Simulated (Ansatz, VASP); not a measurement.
## Two plane-wave programs on In

The input INCAR:

```
  PREC = Accurate
  ENCUT = 520
  EDIFF = 1E-7
  ISMEAR = 0
  SIGMA = 0.15
  LREAL = False
  LASPH = True
  NELM = 60
  ALGO = Fast
  ISIF = 2
  LWAVE = False
  LCHARG = True
  LELF = True
  LVHAR = True
  NBANDS = 12
```

KPOINTS

```
Automatic mesh
0
Gamma
  20 20 20
```

POSCAR

```
In
1.0
   -1.6261500000      1.6261500000      2.4739500000
    1.6261500000     -1.6261500000      2.4739500000
    1.6261500000      1.6261500000     -2.4739500000
In
1
Direct
    0.0000000000      0.0000000000      0.0000000000
```

Input for Ansatz:

```yaml
crystal:
  lattice:
    - [-1.62615, 1.62615, 2.47395]
    - [1.62615, -1.62615, 2.47395]
    - [1.62615, 1.62615, -2.47395]
  atoms:
    - { symbol: In, position: [0.0, 0.0, 0.0] }
basis:
  ecutwfc: 420
kpoints:
  mp_grid: { grid: [20, 20, 20] }
hamiltonian:
  xc: lda
scf:
  occupations: { method: gaussian, width: 0.15 }
output:
  forces: true
  stress: true
  eigenvalues: true
```

Alike in both runs: task single point; functional LDA; k mesh 20 × 20 × 20; occupations gaussian, width 0.15 eV; no spin polarisation.

|  | VASP | Ansatz |
| --- | --- | --- |
| version | VASP 6.6.1 | Ansatz 0.2.0 |
| potentials or method | VASP PAW LDA potentials, release 64 (In_d), cutoff 520 eV | scalar-relativistic, plane waves, PAW |
| valence electrons in the cell | 13 | 13 |

VASP gave:

```
gap on the k mesh at the Fermi level (eV)                     : none
pressure (GPa)                                                : -2.5
traceless stress, the component that is largest in VASP (GPa) : -0.09
```

Task: Which values does Ansatz return?

Result: gap on the k mesh at the Fermi level (eV): none; pressure (GPa): -2.6; traceless stress, the component that is largest in VASP (GPa): -0.08.

LDA's correlation is that of Perdew and Zunger in VASP and of Perdew and Wang (1992) in Ansatz. A gap of «none» marks a metal or a gap that the smearing closes.
